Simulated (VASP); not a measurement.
Input of a VASP 6.6.1 run:

Contents of INCAR:

```
SYSTEM = SnSe2
PREC     = Accurate       ! precision mode
ENCUT    = 520            ! plane-wave cutoff, eV
EDIFF    = 1E-6           ! SCF threshold, eV
ISMEAR   = 0              ! smearing method
SIGMA    = 0.02           ! smearing width, eV
LREAL    = .False.        ! projectors in reciprocal space
LASPH    = .True.         ! aspherical terms in the spheres
NELM     = 100            ! most SCF steps
ALGO     = Normal         ! electronic algorithm
ISIF     = 2              ! what is computed and relaxed
LWAVE    = .False.        ! write WAVECAR
LCHARG   = .True.         ! write CHGCAR
GGA      = PS             ! functional
LELF     = .True.         ! ELF
LVHAR    = .True.       
NBANDS   = 20             ! bands
```

The input KPOINTS:

```
Automatic mesh
0
Gamma
  12 12 6
  0 0 0
```

The input POSCAR:

```
SnSe2
1.0
    3.8174487349      0.0000000000      0.0000000000
   -1.9087243674      3.3060075820      0.0000000000
    0.0000000000      0.0000000000      6.0315823286
Sn Se
1 2
Direct
    0.0000000000      0.0000000000      0.0000000000
    0.6666666667      0.3333333333      0.7371994822
    0.3333333333      0.6666666667      0.2628005178
```

Potentials or basis: VASP PAW PBE potentials, release 64 (Sn_d, Se).

Launch:

```console
$ cat potpaw_PBE.64/Sn_d/POTCAR potpaw_PBE.64/Se/POTCAR > POTCAR
$ mpirun -np 1 vasp_std > vasp.out
```

**Question.** Estimate the largest force.

**Answer.** 0.018 eV/Å.

**Question.** Estimate the pressure.

**Answer.** 0.5 GPa.

**Question.** Predict the band gap on the k mesh.

**Answer.** 0.35 eV, indirect (least direct gap 0.85 eV).

Stress tensor (GPa, compression positive):
```
0.41 0.00 0.00
0.00 0.41 0.00
0.00 0.00 0.57
```

Caveat: the cell differs from its parent crystal (strain along c alone, the other axes held: -2.0 %, then relaxed in part); the PAW data sets were made with another functional, which shifts forces and pressure a little; spin-orbit coupling is left out, which moves the levels of the heavy elements; this functional lacks dispersion, which binds the layers, so the pressure and a relaxed spacing across them are unreliable. A k mesh can miss the band edges.
